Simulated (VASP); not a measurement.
Here is a VASP 6.6.1 calculation.

Contents of INCAR:

```
  PREC = Accurate
  ENCUT = 520
  EDIFF = 1E-6
  ISMEAR = 0
  SIGMA = 0.02
  LREAL = Auto
  LASPH = T
  NELM = 60
  ALGO = Normal
  ISIF = 2
  LWAVE = F
  LCHARG = F
  GGA = PE
  NBANDS = 102
```

Contents of KPOINTS:

```
Automatic mesh
0
Gamma
  2 2 2
```

The input POSCAR:

```
Zn10S9
1.0
    0.0000000000     -6.6618213955      0.0000000000
    5.7693065640     -3.3309106977      0.0000000000
    0.0000000000     -2.2206071318      9.4492875670
Zn S
10 9
Direct
    0.6825668940      0.6571949259      0.9797963004
    0.3294469005      0.3198717176      0.9519335650
    0.0120818701      1.0154769789      0.9805816507
    0.4378444869      0.6668305727      0.6836486830
    0.1261583448      0.3360507850      0.6110903027
    0.7852671127     -0.0096198736      0.6724956728
    0.2265013876      0.6914801555      0.3373215152
    0.8064959060      0.3469689083      0.3571761338
    0.5774796808      0.9752040280      0.3505599736
    0.2109537976      0.1624314793      0.1598723702
    0.5897184984      0.6745871374      0.2353023955
    0.2256992532      0.3390610255      0.3475598532
    0.9169324429      0.0030551332      0.2416282692
    0.1464777334      0.6877119383      0.5837909960
    0.7750663650      0.3334563658      0.5920083351
    0.4917198798     -0.0250392310      0.5948820967
    0.3554682278      0.6585292284      0.9278913291
    0.0184875046      0.3417181906      0.8644193482
    0.7099384188      0.9915971593      0.9137723811
```

Potentials or basis: VASP PAW PBE potentials, release 64 (Zn, S).

Command:

```bash
$ cat potpaw_PBE.64/Zn/POTCAR potpaw_PBE.64/S/POTCAR > POTCAR
$ mpirun -np 1 vasp_std > vasp.out
```

Task: Predict the pressure.

Result: 4.9 GPa.

Task: What does it give for the band gap on the k mesh?

Result: 1.03 eV.

Task: Predict the largest force.

Result: 0.310 eV/Å.

Forces on the atoms (eV/Å):
```
Zn   0.021 -0.010  0.017
Zn   0.003 -0.036 -0.036
Zn   0.025 -0.027  0.018
Zn   0.029  0.012  0.011
Zn   0.022  0.015  0.027
Zn  -0.016  0.000 -0.024
Zn  -0.037  0.040 -0.031
Zn   0.035 -0.203 -0.013
Zn   0.061  0.048  0.012
Zn  -0.298 -0.031 -0.080
S    0.021  0.019  0.004
S    0.028  0.160  0.022
S    0.016  0.047  0.028
S   -0.002  0.002 -0.026
S    0.013 -0.005  0.035
S    0.035  0.019  0.006
S    0.005 -0.007  0.029
S    0.036 -0.011  0.010
S    0.002 -0.032 -0.008
```

Caveat: the k points lie up to 0.56 Å⁻¹ apart.
